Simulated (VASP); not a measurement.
# BN (Fmm2) in VASP: single point with r2SCAN0

Aim: the single point of BN with r2SCAN0.

All numbers are computed with VASP 6.6.1; they aren't measurements. Logs are shortened: lines on timing, memory, paths and dates and some standing lists are left out, and cuts for length are marked.

### 1 The cell of the first run

It takes space group Fmm2 (No. 42, orthorhombic). The conventional cell has a = 2.502 Å, b = 6.586 Å, c = 4.327 Å, α = 90.00°, β = 90.00°, γ = 90.00°. B (site symmetry mm2) has 3 N at 1.44 Å within 1.9 Å. Within 1.9 Å of N (site symmetry mm2) lie 3 B at 1.44 Å.

### 2 Single point, r2SCAN0

Contents of POSCAR:

```
BN
1.0
    0.0000000000      3.2928550384      2.1632762179
    1.2509583998      0.0000000000      2.1632762179
    1.2509583998      3.2928550384      0.0000000000
B N
1 1
Direct
    0.0001138443      0.0001138443      0.9998861557
    0.6665861457      0.6665861457      0.3334138543
```

Contents of INCAR.step1:

```
SYSTEM = BN
PREC = Accurate ; ENCUT = 520
EDIFF = 1E-5 ; ISMEAR = 0
SIGMA = 0.01 ; LREAL = .False.
LASPH = .True. ; NELM = 100
ALGO = Normal ; ISIF = 2
LWAVE = .True. ; LCHARG = .False.
GGA = PE ; NBANDS = 11
```

Contents of INCAR.step2:

```
SYSTEM = BN
PREC = Accurate ; ENCUT = 520
EDIFF = 1E-7 ; ISMEAR = 0
SIGMA = 0.01 ; LREAL = .False.
LASPH = .True. ; NELM = 100
ALGO = Normal ; ISIF = 2
LWAVE = .False. ; LCHARG = .False.
METAGGA = R2SCAN ; LHFCALC = .True.
AEXX = 0.25 ; LMIXTAU = .True.
PRECFOCK = Normal ; ISTART = 1
NBANDS = 11
```

Contents of KPOINTS:

```
regular mesh
0
Gamma
  8 8 8
  0 0 0
```

Potentials or basis: VASP PAW PBE potentials, release 64 (B, N).

Started as:

```bash
$ cat potpaw_PBE.64/B/POTCAR potpaw_PBE.64/N/POTCAR > POTCAR
$ cp INCAR.step1 INCAR
$ mpirun -np 1 vasp_std > vasp.out
$ cp INCAR.step2 INCAR
$ mpirun -np 1 vasp_std > vasp.out
```

OUTCAR:

```text
SYSTEM = BN
   PREC = Accurate
   ENCUT = 520
   EDIFF = 1E-7
   ISMEAR = 0
   LREAL = .False.
   LASPH = .True.
   NELM = 100
   ISIF = 2
   METAGGA = R2SCAN
   LHFCALC = .True.
   AEXX = 0.25
   PRECFOCK = Normal
   ISTART = 1

 ion  position               nearest neighbor table
   1  0.000  0.000  1.000-   2 1.44   2 1.44   2 1.44
   2  0.667  0.667  0.333-   1 1.44   1 1.44   1 1.44

  LATTYP: Found a face centered orthorhombic cell.
 ALAT       =     2.5019167996
 B/A-ratio  =     1.7292950895
 C/A-ratio  =     2.6322658203

  Lattice vectors:

 A1 = (  -0.0000000000,   3.2928550384,   2.1632762179)
 A2 = (  -1.2509583998,   3.2928550384,   0.0000000000)
 A3 = (  -1.2509583998,   0.0000000000,   2.1632762179)

Analysis of symmetry for initial positions (statically):
=====================================================================
 Subroutine PRICEL returns:
 Original cell was already a primitive cell.

 Routine SETGRP: Setting up the symmetry group for a
 face centered orthorhombic supercell.

 Subroutine GETGRP returns: Found  4 space group operations
 (whereof  4 operations were pure point group operations)
 out of a pool of  8 trial point group operations.

The static configuration has the point symmetry C_2v.

Analysis of symmetry for dynamics (positions and initial velocities):
=====================================================================
 Subroutine PRICEL returns:
 Original cell was already a primitive cell.

 Routine SETGRP: Setting up the symmetry group for a
 face centered orthorhombic supercell.

 Subroutine GETGRP returns: Found  4 space group operations
 (whereof  4 operations were pure point group operations)
 out of a pool of  8 trial point group operations.

The dynamic configuration has the point symmetry C_2v.

 Subroutine INISYM returns: Found  4 space group operations
 (whereof  4 operations are pure point group operations),
 and found     1 'primitive' translations

----------------------------------------------------------------------------------------

                                     Primitive cell

  volume of cell :      17.8220

  direct lattice vectors                    reciprocal lattice vectors
     0.000000000  3.292855038  2.163276218    -0.399693547  0.151843915  0.231130910
     1.250958400  0.000000000  2.163276218     0.399693547 -0.151843915  0.231130910
     1.250958400  3.292855038  0.000000000     0.399693547  0.151843915 -0.231130910

  length of vectors
     3.939880493  2.498931954  3.522469478     0.486038068  0.486038068  0.486038068

  position of ions in fractional coordinates (direct lattice)
     0.000113844  0.000113844  0.999886156
     0.666586146  0.666586146  0.333413854

  ion indices of the primitive-cell ions
   primitive index   ion index
                 1           1
                 2           2

----------------------------------------------------------------------------------------

 KPOINTS: regular mesh

Automatic generation of k-mesh.
 Grid dimensions read from file:
 generate k-points for:    8    8    8

 Generating k-lattice:

  Cartesian coordinates                     Fractional coordinates (reciprocal lattice)
    -0.049961693  0.018980489  0.028891364     0.125000000  0.000000000  0.000000000
     0.049961693 -0.018980489  0.028891364     0.000000000  0.125000000  0.000000000
     0.049961693  0.018980489 -0.028891364     0.000000000  0.000000000  0.125000000

  Length of vectors
     0.060754758  0.060754758  0.060754758

  Shift w.r.t. Gamma in fractional coordinates (k-lattice)
     0.000000000  0.000000000  0.000000000

 Subroutine IBZKPT returns following result:
 ===========================================

 Found     95 irreducible k-points:

 Following reciprocal coordinates:
            Coordinates               Weight
  0.000000  0.000000  0.000000      1.000000
  0.125000  0.000000  0.000000      8.000000
  0.250000  0.000000  0.000000      8.000000
  0.375000  0.000000  0.000000      8.000000
  0.500000  0.000000  0.000000      4.000000
  0.125000  0.125000  0.000000      2.000000
[... 16 lines left out ...]
  0.250000  0.000000  0.125000      8.000000
  0.375000  0.000000  0.125000      8.000000
 [... further k-points ...]
   k-points           NKPTS =     95   k-points in BZ     NKDIM =    512   number of bands    NBANDS=     11
   number of dos      NEDOS =    301   number of ions     NIONS =      2
   total plane-waves  NPLWV =  16800
   dimension x,y,z NGX =    30 NGY =   20 NGZ =   28
   dimension x,y,z NGXF=    60 NGYF=   40 NGZF=   56
   ions per type =               1   1
   NGX,Y,Z   is equivalent  to a cutoff of  12.66, 13.31, 13.21 a.u.
   NGXF,Y,Z  is equivalent  to a cutoff of  25.32, 26.61, 26.43 a.u.
 SYSTEM =  BN
   PREC   = accura    normal or accurate (medium, high low for compatibility)
   ISTART =      1    job   : 0-new  1-cont  2-samecut
   ICHARG =      0    charge: 1-file 2-atom 10-const
   ISPIN  =      1    spin polarized calculation?
   LNONCOLLINEAR =      F non collinear calculations
   LSORBIT =      F    spin-orbit coupling
   LASPH  =      T    aspherical Exc in radial PAW
   ENCUT  =  520.0 eV  38.22 Ry    6.18 a.u.   7.33  4.65  6.55*2*pi/ulx,y,z
   NELM   =    100;   NELMIN=  2; NELMDL=  0     # of ELM steps
   EDIFF  = 0.1E-06   stopping-criterion for ELM
   LREAL  =      F    real-space projection
   EDIFFG = 0.1E-05   stopping-criterion for IOM
   NSW    =      0    number of steps for IOM
   IBRION =     -1    ionic relax: 0-MD 1-quasi-New 2-CG
   NFREE  =      0    steps in history (QN), initial steepest desc. (CG)
   ISIF   =      2    stress and relaxation
   ISYM   =      3    0-nonsym 1-usesym 2-fastsym
   POTIM  = 0.5000    time-step for ionic-motion
   TEBEG  =    0.0;   TEEND  =   0.0 temperature during run
   PSTRESS=    0.0 pullay stress
   NELECT =       8.0000    total number of electrons
   NUPDOWN=      -1.0000    fix difference up-down
   EMIN   =  10.00;   EMAX   =-10.00  energy-range for DOS
   EFERMI =   0.00;   METHOD = LEGACY
   ISMEAR =     0;   SIGMA  =   0.01  broadening in eV -4-tet -1-fermi 0-gaus
   EFERMI_NEDOS =   21; number of points for ismear=-14 and -15
   IALGO  =     38    algorithm
   IMIX   =      1    mixing-type and parameters
     AMIX     =   0.40;   BMIX     =  1.00
     AMIX_MAG =   1.60;   BMIX_MAG =  1.00
  volume/ion in A,a.u.               =       8.91        60.13
  Fermi-wavevector in a.u.,A,eV,Ry     =   1.253485  2.368742 21.377796  1.571224
  Thomas-Fermi vector in A             =   2.387335
   LORBIT       =      0    0 simple, 1 ext, 2 COOP (PROOUT), +10 PAW based schemes
   METAGGA = R2SCAN    functional components
   LHFCALC =     T    Hartree Fock is set to
   PRECFOCK=normal    Normal, Fast or Accurate (Low or Medium for compatibility)
   ENCUT4O =  -1.0   cutoff for four orbital integrals eV
   NKREDX  =     1    reduce k-point grid by
   NKREDY  =     1    reduce k-point grid by
   NKREDZ  =     1    reduce k-point grid by
   AEXX    =    0.2500 exact exchange contribution
   HFSCREEN=    0.0000 screening length (either q_TF or 0.3 A-1)
   HFSCREENC=   0.0000 screening length for correlation (either q_TF or 0.3 A-1)
   ENCUTFOCK=  -1.0 apply spherical cutoff to Coloumb kernel
   IVDW    =     0    specifies the selected vdW correction
   LEPSILON=     F    determine dielectric tensor
   LRPA    =     F    only Hartree local field effects (RPA)
 non-spin polarized calculation
 Gauss-broadening in eV      SIGMA  =   0.01
  energy-cutoff  :      520.00
  volume of cell :       17.82
 maximum number of plane-waves:       501
 NGX is ok and might be reduce to    30
  NGX = 24; NGY = 14; NGZ = 20

 number of electron       8.0000000 magnetization

 Free energy of the ion-electron system (eV)
  ---------------------------------------------------
  ext. energy  EPLUGINS =         0.00000000
  ---------------------------------------------------
  free energy    TOTEN  =       -22.59632481 eV

  energy without entropy =      -22.59632481  energy(sigma->0) =      -22.59632481

 E-fermi :   1.3545     XC(G=0):  -8.4231

 val. band max:        1.2710063573   @ k =   0.5000  -0.3750   0.1250
 cond. band min:       7.0177998897   @ k =   0.0000   0.5000   0.5000
 fundamental gap:      5.7467935324
 Fermi energy:         1.3545450820

 k-point     1 :       0.0000    0.0000    0.0000
  band No.  band energies     occupation
      1     -19.3032      2.00000
      2      -3.5592      2.00000
      3      -0.5575      2.00000
      4      -0.5509      2.00000
      5       8.4045      0.00000
      6      15.6126      0.00000
      7      15.7357      0.00000
      8      18.1050      0.00000
      9      19.0708      0.00000
     10      30.4045      0.00000
     11      32.6278      0.00000

 k-point     2 :       0.1250    0.0000    0.0000
  band No.  band energies     occupation
      1     -18.9520      2.00000
      2      -3.2540      2.00000
      3      -1.8895      2.00000
      4      -1.1597      2.00000
      5       9.1616      0.00000
      6      15.5073      0.00000
      7      16.7631      0.00000
      8      17.0818      0.00000
      9      20.1584      0.00000
     10      28.2844      0.00000
     11      31.2064      0.00000

 k-point     3 :       0.2500    0.0000    0.0000
  band No.  band energies     occupation
      1     -17.9530      2.00000
      2      -4.7955      2.00000
      3      -2.3637      2.00000
      4      -2.3119      2.00000
      5      10.8461      0.00000
      6      13.8158      0.00000
      7      15.2690      0.00000
      8      20.6170      0.00000
      9      22.3261      0.00000
     10      24.7169      0.00000
     11      29.3897      0.00000
[... 267 lines left out ...]
 k-point    23 :       0.2500    0.0000    0.1250
  band No.  band energies     occupation
      1     -18.8694      2.00000
      2      -4.0045      2.00000
      3      -1.8915      2.00000
      4      -1.1598      2.00000
      5      10.5315      0.00000
      6      15.4734      0.00000
      7      16.8713      0.00000
      8      17.1209      0.00000
      9      20.1986      0.00000
     10      28.6968      0.00000
     11      30.7242      0.00000

 k-point    24 :       0.3750    0.0000    0.1250
  band No.  band energies     occupation
      1     -17.8560      2.00000
      2      -4.8317      2.00000
      3      -3.1204      2.00000
      4      -2.3607      2.00000
      5      11.8036      0.00000
      6      14.5521      0.00000
      7      15.8001      0.00000
      8      20.6161      0.00000
      9      21.8604      0.00000
     10      25.4843      0.00000
     11      29.2344      0.00000

 [... further k-points ...]

------------------------ aborting loop because EDIFF is reached ----------------------------------------

  FORCE on cell =-STRESS in cart. coord.  units (eV):
  Direction    XX          YY          ZZ          XY          YZ          ZX
  --------------------------------------------------------------------------------------
  -------------------------------------------------------------------------------------
  Total       -0.4557498      0.1459142     -0.4600095      0.0000000      0.0000000      0.0000000
  in kB      -40.9712896     13.1174851    -41.3542263      0.0000000      0.0000000      0.0000000
  external PRESSURE =     -23.0693436 kB  Pullay stress =       0.0000000 kB

 VOLUME and BASIS-vectors are now :
 -----------------------------------------------------------------------------
  energy-cutoff  :      520.00
  volume of cell :       17.82
      direct lattice vectors                 reciprocal lattice vectors
     0.000000000  3.292855038  2.163276218    -0.399693547  0.151843915  0.231130910
     1.250958400  0.000000000  2.163276218     0.399693547 -0.151843915  0.231130910
     1.250958400  3.292855038  0.000000000     0.399693547  0.151843915 -0.231130910

 POSITION                                       TOTAL-FORCE (eV/Angst)
 -----------------------------------------------------------------------------------
      1.25096      3.29286      0.00049         0.000000      0.000000      0.001923
      1.25096      3.29286      2.88402         0.000000      0.000000     -0.001923
 -----------------------------------------------------------------------------------
    total drift:                                0.000033     -0.000014      0.000068

  FREE ENERGIE OF THE ION-ELECTRON SYSTEM (eV)
  ---------------------------------------------------
  free  energy   TOTEN  =       -22.5963248129 eV

  energy  without entropy=      -22.5963248129  energy(sigma->0) =      -22.59632481
```

Run time: 64 min. Hardware: 1 thread of Intel Xeon Platinum 8488C (Sapphire Rapids), shared host; peak memory 0.18 GiB.

Results:

```
Free energy            : -22.5963 eV
Pressure               : -2.3 GPa
Band gap on the k mesh : 5.75 eV (least direct gap 7.33 eV)
```

Stress tensor (GPa, compression positive):
```
-4.10  0.00  0.00
 0.00  1.31  0.00
 0.00  0.00 -4.14
```

Caveat: the PAW data sets were made with another functional, which shifts forces and pressure a little. A k mesh can miss the band edges.
